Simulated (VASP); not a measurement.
Input of a VASP 6.6.1 run:

Contents of INCAR:

```
  ALGO = Normal
  EDIFF = 1E-6
  ENCUT = 520
  GGA = PE
  ISIF = 2
  ISMEAR = 0
  LASPH = T
  LCHARG = F
  LREAL = F
  LWAVE = F
  NBANDS = 11
  NELM = 100
  PREC = Accurate
  SIGMA = 0.05
```

The input KPOINTS:

```
k-points
0
Gamma
  10 10 10
```

File POSCAR:

```
AlN
1.0
    0.0000000000      2.5415466594      1.6520053286
    2.5415466594      0.0000000000      1.6520053286
    2.5415466594      2.5415466594      0.0000000000
Al N
1 1
Direct
    0.0000000000      0.0000000000      0.0000000000
    0.7500000000      0.7500000000      0.7500000000
```

Potentials or basis: VASP PAW PBE potentials, release 64 (Al, N).

Run with:

```console
$ cat potpaw_PBE.64/Al/POTCAR potpaw_PBE.64/N/POTCAR > POTCAR
$ mpirun -np 1 vasp_std > vasp.out
```

Problem. What does it give for the pressure?

Solution. -14.2 GPa.

Problem. Predict the band gap on the k mesh.

Solution. 2.31 eV, direct.

Stress tensor (GPa, compression positive):
```
-25.69   0.00   0.00
  0.00 -25.69   0.00
  0.00   0.00   8.68
```

 A k mesh can miss the band edges.
